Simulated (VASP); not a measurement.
# GaN (I-4m2) in VASP: further runs

GaN is run at these levels: r2SCAN; tasks: single point.

Everything below comes from runs of VASP 6.6.1. Logs are shortened: lines on timing, memory, paths and dates and some standing lists are left out, and cuts for length are marked.

### 1 The cell of the first run

It takes space group I-4m2 (No. 119, tetragonal). The conventional cell has a = 3.442 Å, b = 3.442 Å, c = 4.146 Å, α = 90.00°, β = 90.00°, γ = 90.00°. Ga (site symmetry -4m2) has 4 N at 2.01 Å within 2.7 Å. N (site symmetry -4m2) has 4 Ga at 2.01 Å within 2.7 Å.

### 2 Single point, r2SCAN (strain +0.080 along x and y, -0.080 along z)

File POSCAR:

```
GaN
1.0
    0.0000000000      2.4337806561      2.0732205589
    2.4337806561      0.0000000000      2.0732205589
    2.4337806561      2.4337806561      0.0000000000
Ga N
1 1
Direct
    0.0000000000      0.0000000000      0.0000000000
    0.7500000000      0.7500000000      0.7500000000
```

File INCAR.step1:

```
PREC = Accurate
ENCUT = 520
ISMEAR = 0
SIGMA = 0.05
LREAL = False
LASPH = True
NELM = 100
NBANDS = 16
GGA = PE
ALGO = Normal
EDIFF = 1E-4
LWAVE = True
LCHARG = False
```

File INCAR.step2:

```
PREC = Accurate
ENCUT = 520
EDIFF = 1E-6
ISMEAR = 0
SIGMA = 0.05
LREAL = False
LASPH = True
NELM = 100
ALGO = Normal
ISIF = 2
LWAVE = False
LCHARG = False
METAGGA = R2SCAN
LMIXTAU = True
NBANDS = 16
ISTART = 1
```

File KPOINTS:

```
Automatic mesh
0
Gamma
  10 10 10
```

Potentials or basis: VASP PAW PBE potentials, release 64 (Ga_d, N).

On the command line:

```
$ cat potpaw_PBE.64/Ga_d/POTCAR potpaw_PBE.64/N/POTCAR > POTCAR
$ cp INCAR.step1 INCAR
$ mpirun -np 1 vasp_std > vasp.out
$ cp INCAR.step2 INCAR
$ mpirun -np 1 vasp_std > vasp.out
```

OUTCAR:

```text
PREC = Accurate
   ENCUT = 520
   EDIFF = 1E-6
   ISMEAR = 0
   LREAL = False
   LASPH = True
   NELM = 100
   ISIF = 2
   METAGGA = R2SCAN
   ISTART = 1

 ion  position               nearest neighbor table
   1  0.000  0.000  0.000-   2 2.01   2 2.01   2 2.01   2 2.01
   2  0.750  0.750  0.750-   1 2.01   1 2.01   1 2.01   1 2.01

  LATTYP: Found a body centered tetragonal cell.
 ALAT       =     3.4418856117
 C/A-ratio  =     1.2047004420

  Lattice vectors:

 A1 = (   0.0000000000,  -2.4337806561,  -2.0732205589)
 A2 = (   0.0000000000,   2.4337806561,  -2.0732205589)
 A3 = (   2.4337806561,   0.0000000000,   2.0732205589)

Analysis of symmetry for initial positions (statically):
=====================================================================
 Subroutine PRICEL returns:
 Original cell was already a primitive cell.

 Routine SETGRP: Setting up the symmetry group for a
 body centered tetragonal supercell.

 Subroutine GETGRP returns: Found  8 space group operations
 (whereof  8 operations were pure point group operations)
 out of a pool of 16 trial point group operations.

The static configuration has the point symmetry D_2d.

Analysis of symmetry for dynamics (positions and initial velocities):
=====================================================================
 Subroutine PRICEL returns:
 Original cell was already a primitive cell.

 Routine SETGRP: Setting up the symmetry group for a
 body centered tetragonal supercell.

 Subroutine GETGRP returns: Found  8 space group operations
 (whereof  8 operations were pure point group operations)
 out of a pool of 16 trial point group operations.

The dynamic configuration has the point symmetry D_2d.

 Subroutine INISYM returns: Found  8 space group operations
 (whereof  8 operations are pure point group operations),
 and found     1 'primitive' translations

----------------------------------------------------------------------------------------

                                     Primitive cell

  volume of cell :      24.5606

  direct lattice vectors                    reciprocal lattice vectors
     0.000000000  2.433780656  2.073220559    -0.205441685  0.205441685  0.241170674
     2.433780656  0.000000000  2.073220559     0.205441685 -0.205441685  0.241170674
     2.433780656  2.433780656  0.000000000     0.205441685  0.205441685 -0.241170674

  length of vectors
     3.197113036  3.197113036  3.441885612     0.377592196  0.377592196  0.377592196

  position of ions in fractional coordinates (direct lattice)
     0.000000000  0.000000000  0.000000000
     0.750000000  0.750000000  0.750000000

  ion indices of the primitive-cell ions
   primitive index   ion index
                 1           1
                 2           2

----------------------------------------------------------------------------------------

 KPOINTS: Automatic mesh

Automatic generation of k-mesh.
 Grid dimensions read from file:
 generate k-points for:   10   10   10

 Generating k-lattice:

  Cartesian coordinates                     Fractional coordinates (reciprocal lattice)
    -0.020544169  0.020544169  0.024117067     0.100000000  0.000000000  0.000000000
     0.020544169 -0.020544169  0.024117067     0.000000000  0.100000000  0.000000000
     0.020544169  0.020544169 -0.024117067     0.000000000  0.000000000  0.100000000

  Length of vectors
     0.037759220  0.037759220  0.037759220

  Shift w.r.t. Gamma in fractional coordinates (k-lattice)
     0.000000000  0.000000000  0.000000000

 Subroutine IBZKPT returns following result:
 ===========================================

 Found    102 irreducible k-points:

 Following reciprocal coordinates:
            Coordinates               Weight
  0.000000  0.000000  0.000000      1.000000
  0.100000  0.000000  0.000000      8.000000
  0.200000  0.000000  0.000000      8.000000
  0.300000  0.000000  0.000000      8.000000
  0.400000  0.000000  0.000000      8.000000
  0.500000  0.000000  0.000000      4.000000
[... 16 lines left out ...]
  0.300000  0.300000  0.000000      2.000000
  0.400000  0.300000  0.000000      8.000000
 [... further k-points ...]
   k-points           NKPTS =    102   k-points in BZ     NKDIM =    102   number of bands    NBANDS=     16
   number of dos      NEDOS =    301   number of ions     NIONS =      2
   total plane-waves  NPLWV =  16128
   dimension x,y,z NGX =    24 NGY =   24 NGZ =   28
   dimension x,y,z NGXF=    48 NGYF=   48 NGZF=   56
   ions per type =               1   1
   NGX,Y,Z   is equivalent  to a cutoff of  12.48, 12.48, 13.52 a.u.
   NGXF,Y,Z  is equivalent  to a cutoff of  24.96, 24.96, 27.05 a.u.
 SYSTEM =  unknown system
   PREC   = accura    normal or accurate (medium, high low for compatibility)
   ISTART =      1    job   : 0-new  1-cont  2-samecut
   ICHARG =      0    charge: 1-file 2-atom 10-const
   ISPIN  =      1    spin polarized calculation?
   LNONCOLLINEAR =      F non collinear calculations
   LSORBIT =      F    spin-orbit coupling
   LASPH  =      T    aspherical Exc in radial PAW
   ENCUT  =  520.0 eV  38.22 Ry    6.18 a.u.   5.94  5.94  6.40*2*pi/ulx,y,z
   NELM   =    100;   NELMIN=  2; NELMDL=  0     # of ELM steps
   EDIFF  = 0.1E-05   stopping-criterion for ELM
   LREAL  =      F    real-space projection
   EDIFFG = 0.1E-04   stopping-criterion for IOM
   NSW    =      0    number of steps for IOM
   IBRION =     -1    ionic relax: 0-MD 1-quasi-New 2-CG
   NFREE  =      0    steps in history (QN), initial steepest desc. (CG)
   ISIF   =      2    stress and relaxation
   ISYM   =      2    0-nonsym 1-usesym 2-fastsym
   POTIM  = 0.5000    time-step for ionic-motion
   TEBEG  =    0.0;   TEEND  =   0.0 temperature during run
   PSTRESS=    0.0 pullay stress
   NELECT =      18.0000    total number of electrons
   NUPDOWN=      -1.0000    fix difference up-down
   EMIN   =  10.00;   EMAX   =-10.00  energy-range for DOS
   EFERMI =   0.00;   METHOD = LEGACY
   ISMEAR =     0;   SIGMA  =   0.05  broadening in eV -4-tet -1-fermi 0-gaus
   EFERMI_NEDOS =   21; number of points for ismear=-14 and -15
   IALGO  =     38    algorithm
   IMIX   =      4    mixing-type and parameters
     AMIX     =   0.40;   BMIX     =  1.00
     AMIX_MAG =   1.60;   BMIX_MAG =  1.00
  volume/ion in A,a.u.               =      12.28        82.87
  Fermi-wavevector in a.u.,A,eV,Ry     =   1.475999  2.789235 29.641306  2.178575
  Thomas-Fermi vector in A             =   2.590580
   LORBIT       =      0    0 simple, 1 ext, 2 COOP (PROOUT), +10 PAW based schemes
   METAGGA = R2SCAN    functional components
   LHFCALC =     F    Hartree Fock is set to
   AEXX    =    0.0000 exact exchange contribution
   IVDW    =     0    specifies the selected vdW correction
   LEPSILON=     F    determine dielectric tensor
   LRPA    =     F    only Hartree local field effects (RPA)
 non-spin polarized calculation
 Gauss-broadening in eV      SIGMA  =   0.05
  energy-cutoff  :      520.00
  volume of cell :       24.56
 maximum number of plane-waves:       678
   NGX = 11   NGY = 11   NGZ = 13

 number of electron      17.9999995 magnetization

 Free energy of the ion-electron system (eV)
  ---------------------------------------------------
  ext. energy  EPLUGINS =         0.00000000
  ---------------------------------------------------
  free energy    TOTEN  =       -21.68895531 eV

  energy without entropy =      -21.68895531  energy(sigma->0) =      -21.68895531

 E-fermi :   4.9330     XC(G=0): -12.2462

 val. band max:        4.6531949047   @ k =   0.0000   0.0000   0.0000
 cond. band min:       5.8659702796   @ k =   0.0000   0.0000   0.0000
 fundamental gap:      1.2127753750
 Fermi energy:         4.9329807321

 k-point     1 :       0.0000    0.0000    0.0000
  band No.  band energies     occupation
      1     -11.8160      2.00000
      2      -9.5935      2.00000
      3      -9.5932      2.00000
      4      -9.4694      2.00000
      5      -9.2960      2.00000
      6      -9.2927      2.00000
[... 8 lines left out ...]
     15      21.9703      0.00000
     16      22.0286      0.00000

 k-point     2 :       0.1000    0.0000    0.0000
  band No.  band energies     occupation
      1     -11.7190      2.00000
      2      -9.5826      2.00000
      3      -9.5624      2.00000
      4      -9.4525      2.00000
      5      -9.2942      2.00000
      6      -9.2901      2.00000
[... 8 lines left out ...]
     15      20.9089      0.00000
     16      22.9977      0.00000

 k-point     3 :       0.2000    0.0000    0.0000
  band No.  band energies     occupation
      1     -11.4791      2.00000
      2      -9.5591      2.00000
      3      -9.4934      2.00000
      4      -9.3765      2.00000
      5      -9.2785      2.00000
      6      -9.2525      2.00000
[... 8 lines left out ...]
     15      20.6103      0.00000
     16      24.1888      0.00000

 k-point     4 :       0.3000    0.0000    0.0000
  band No.  band energies     occupation
      1     -11.2318      2.00000
      2      -9.5398      2.00000
      3      -9.4562      2.00000
      4      -9.3301      2.00000
      5      -9.2531      2.00000
      6      -8.9381      2.00000
[... 8 lines left out ...]
     15      21.7567      0.00000
     16      23.6212      0.00000
[... 324 lines left out ...]
 k-point    22 :      -0.2000    0.2000    0.0000
  band No.  band energies     occupation
      1     -11.1811      2.00000
      2      -9.5062      2.00000
      3      -9.4412      2.00000
      4      -9.3158      2.00000
      5      -9.2851      2.00000
      6      -8.9020      2.00000
[... 8 lines left out ...]
     15      20.5597      0.00000
     16      25.2554      0.00000

 k-point    23 :       0.3000    0.3000    0.0000
  band No.  band energies     occupation
      1     -11.0512      2.00000
      2      -9.4607      2.00000
      3      -9.4361      2.00000
      4      -9.4358      2.00000
      5      -9.2200      2.00000
      6      -8.4673      2.00000
[... 8 lines left out ...]
     15      24.5009      0.00000
     16      25.7871      0.00000

 k-point    24 :       0.4000    0.3000    0.0000
  band No.  band energies     occupation
      1     -10.9784      2.00000
      2      -9.4792      2.00000
      3      -9.4049      2.00000
      4      -9.3994      2.00000
      5      -9.2044      2.00000
      6      -8.0223      2.00000
[... 8 lines left out ...]
     15      25.5141      0.00000
     16      25.8790      0.00000

 [... further k-points ...]
[... 5 lines left out ...]
  --------------------------------------------------------------------------------------
  -------------------------------------------------------------------------------------
  Total       -2.8664385     -2.8664385     -0.4523641      0.0000000      0.0000000      0.0000000
  in kB     -186.9884741   -186.9884741    -29.5093994      0.0000000      0.0000000      0.0000000
  external PRESSURE =    -134.4954492 kB  Pullay stress =       0.0000000 kB

 VOLUME and BASIS-vectors are now :
 -----------------------------------------------------------------------------
  energy-cutoff  :      520.00
  volume of cell :       24.56
      direct lattice vectors                 reciprocal lattice vectors
     0.000000000  2.433780656  2.073220559    -0.205441685  0.205441685  0.241170674
     2.433780656  0.000000000  2.073220559     0.205441685 -0.205441685  0.241170674
     2.433780656  2.433780656  0.000000000     0.205441685  0.205441685 -0.241170674

 POSITION                                       TOTAL-FORCE (eV/Angst)
 -----------------------------------------------------------------------------------
      0.00000      0.00000      0.00000         0.000000      0.000000      0.000000
      3.65067      3.65067      3.10983        -0.000000     -0.000000      0.000000
 -----------------------------------------------------------------------------------
    total drift:                               -0.000122     -0.000122     -0.000293

  FREE ENERGIE OF THE ION-ELECTRON SYSTEM (eV)
  ---------------------------------------------------
  free  energy   TOTEN  =       -21.6889553098 eV

  energy  without entropy=      -21.6889553098  energy(sigma->0) =      -21.68895531
```

It used 200 s of CPU time on 1 thread of AMD EPYC 7R13 Processor (Zen 3), with other jobs on the host.

What came out:

| Property | Result |
| --- | --- |
| Free energy | -21.6890 eV |
| Pressure | -13.4 GPa |
| Band gap on the k mesh | 1.21 eV, direct |

Caveat: the cell differs from its parent crystal (strain +0.080 along x and y, -0.080 along z); the PAW data sets were made with another functional, which shifts forces and pressure a little.

### 3 Single point, r2SCAN (strain +0.040 along x and y, +0.000 along z)

File POSCAR:

```
GaN
1.0
    0.0000000000      2.3436406318      2.2535006075
    2.3436406318      0.0000000000      2.2535006075
    2.3436406318      2.3436406318      0.0000000000
Ga N
1 1
Direct
    0.0000000000      0.0000000000      0.0000000000
    0.7500000000      0.7500000000      0.7500000000
```

File INCAR.step1:

```
PREC = Accurate
ENCUT = 520
ISMEAR = 0
SIGMA = 0.05
LREAL = F
LASPH = T
NELM = 80
NBANDS = 16
GGA = PE
ALGO = Normal
EDIFF = 1E-4
LWAVE = T
LCHARG = F
```

File INCAR.step2:

```
PREC = Accurate
ENCUT = 520
EDIFF = 1E-6
ISMEAR = 0
SIGMA = 0.05
LREAL = F
LASPH = T
NELM = 80
ALGO = Normal
ISIF = 2
LWAVE = F
LCHARG = F
METAGGA = R2SCAN
LMIXTAU = T
NBANDS = 16
ISTART = 1
```

File KPOINTS:

```
regular mesh
0
Gamma
  10 10 10
```

Potentials or basis: VASP PAW PBE potentials, release 64 (Ga_d, N).

On the command line:

```
$ cat potpaw_PBE.64/Ga_d/POTCAR potpaw_PBE.64/N/POTCAR > POTCAR
$ cp INCAR.step1 INCAR
$ mpirun -np 1 vasp_std > vasp.out
$ cp INCAR.step2 INCAR
$ mpirun -np 1 vasp_std > vasp.out
```

OUTCAR:

```text
PREC = Accurate
   ENCUT = 520
   EDIFF = 1E-6
   ISMEAR = 0
   LREAL = F
   LASPH = T
   NELM = 80
   ISIF = 2
   METAGGA = R2SCAN
   ISTART = 1

 ion  position               nearest neighbor table
   1  0.000  0.000  0.000-   2 2.00   2 2.00   2 2.00   2 2.00
   2  0.750  0.750  0.750-   1 2.00   1 2.00   1 2.00   1 2.00

  LATTYP: Found a body centered tetragonal cell.
 ALAT       =     3.3144083668
 C/A-ratio  =     1.3598207331

  Lattice vectors:

[... 192 lines left out ...]
      6      -9.3265      2.00000
[... 433 lines left out ...]
      3      -9.4242      2.00000
      4      -9.4199      2.00000
      5      -9.2687      2.00000
      6      -8.3410      2.00000
[... 8 lines left out ...]
     15      26.0968      0.00000
     16      26.3274      0.00000

 [... further k-points ...]
[... 5 lines left out ...]
  --------------------------------------------------------------------------------------
  -------------------------------------------------------------------------------------
  Total       -2.2762765     -2.2762765     -1.5223366      0.0000000      0.0000000      0.0000000
  in kB     -147.3214180   -147.3214180    -98.5261580      0.0000000      0.0000000      0.0000000
  external PRESSURE =    -131.0563314 kB  Pullay stress =       0.0000000 kB

 VOLUME and BASIS-vectors are now :
 -----------------------------------------------------------------------------
  energy-cutoff  :      520.00
  volume of cell :       24.76
      direct lattice vectors                 reciprocal lattice vectors
     0.000000000  2.343640632  2.253500607    -0.213343289  0.213343289  0.221877020
     2.343640632  0.000000000  2.253500607     0.213343289 -0.213343289  0.221877020
     2.343640632  2.343640632  0.000000000     0.213343289  0.213343289 -0.221877020

 POSITION                                       TOTAL-FORCE (eV/Angst)
 -----------------------------------------------------------------------------------
      0.00000      0.00000      0.00000        -0.000000     -0.000000     -0.000000
      3.51546      3.51546      3.38025         0.000000      0.000000      0.000000
 -----------------------------------------------------------------------------------
    total drift:                                0.000029      0.000029     -0.000477

  FREE ENERGIE OF THE ION-ELECTRON SYSTEM (eV)
  ---------------------------------------------------
  free  energy   TOTEN  =       -21.8065982634 eV

  energy  without entropy=      -21.8065982633  energy(sigma->0) =      -21.80659826
```

OSZICAR.step1:

```text
N       E                     dE             d eps       ncg     rms          rms(c)
DAV:   1     0.824875086178E+02    0.82488E+02   -0.92740E+03  3608   0.196E+03
DAV:   2    -0.788298883986E+01   -0.90370E+02   -0.84172E+02  3776   0.323E+02
DAV:   3    -0.139255124477E+02   -0.60425E+01   -0.60172E+01  3704   0.710E+01
DAV:   4    -0.139979061651E+02   -0.72394E-01   -0.72383E-01  4256   0.844E+00
DAV:   5    -0.139988538091E+02   -0.94764E-03   -0.94764E-03  3864   0.853E-01    0.746E+00
DAV:   6    -0.121249519793E+02    0.18739E+01   -0.50229E+00  4912   0.375E+01    0.271E+00
DAV:   7    -0.121226287061E+02    0.23233E-02   -0.28848E-01  3608   0.691E+00    0.174E+00
DAV:   8    -0.121191857866E+02    0.34429E-02   -0.76397E-02  3568   0.313E+00    0.928E-01
DAV:   9    -0.121139507012E+02    0.52351E-02   -0.13121E-02  4752   0.230E+00    0.284E-01
DAV:  10    -0.121144041277E+02   -0.45343E-03   -0.13209E-03  3624   0.378E-01    0.163E-01
DAV:  11    -0.121143277551E+02    0.76373E-04   -0.18766E-04  3056   0.254E-01
   1 F= -.12114328E+02 E0= -.12114328E+02  d E =-.536776E-17
```

Wall time 4.1 min (1 thread of AMD EPYC 7R13 (Zen 3), shared host); peak memory 0.15 GiB.

What came out:

```yaml
Free_energy: -21.8066 eV
Pressure: -13.1 GPa
Band_gap_on_the_k_mesh: 1.48 eV, direct
```

Stress tensor (GPa, compression positive):
```
-14.73   0.00   0.00
  0.00 -14.73   0.00
  0.00   0.00  -9.85
```

Caveat: the cell differs from its parent crystal (strain +0.040 along x and y, +0.000 along z); the PAW data sets were made with another functional, which shifts forces and pressure a little.

[end of part 1 of 2]
